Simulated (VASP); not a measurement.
Set up this calculation in VASP 6.6.1, as the native input.

* Task: single point
* Functional: LDA
* Potentials or basis: VASP PAW LDA potentials, release 64 (Hf_pv, N)
* Cutoff: 520 eV
* k mesh: 18 × 18 × 18
* Occupations: gaussian, width 0.15 eV
* Spin: no spin polarisation
* Dipole correction: no
* Further INCAR settings: ALGO = Normal; EDIFF = 1e-06; NBANDS = 14

The structure of HfN lies in POSCAR:

```
HfN
1.0
    0.0000000000      2.2339756793      2.2339756793
    2.2339756793      0.0000000000      2.2339756793
    2.2339756793      2.2339756793      0.0000000000
Hf N
1 1
Direct
    0.0000000000      0.0000000000      0.0000000000
    0.5000000000      0.5000000000      0.5000000000
```

The input as run:

INCAR

```
PREC = Accurate
ENCUT = 520
EDIFF = 1E-6
ISMEAR = 0
SIGMA = 0.15
LREAL = False
LASPH = True
NELM = 80
ALGO = Normal
ISIF = 2
LWAVE = False
LCHARG = True
LELF = True
LVHAR = True
NBANDS = 14
```

KPOINTS

```
Automatic mesh
0
Gamma
  18 18 18
```

Potentials or basis: VASP PAW LDA potentials, release 64 (Hf_pv, N).

Run with:

```console
$ cat potpaw_LDA.64/Hf_pv/POTCAR potpaw_LDA.64/N/POTCAR > POTCAR
$ mpirun -np 1 vasp_std > vasp.out
```

It gave:

- Pressure: -1.2 GPa

It took 14 s on 1 thread of Intel(R) Xeon(R) 6975P-C (Granite Rapids) (shared host), peak memory 0.17 GiB.
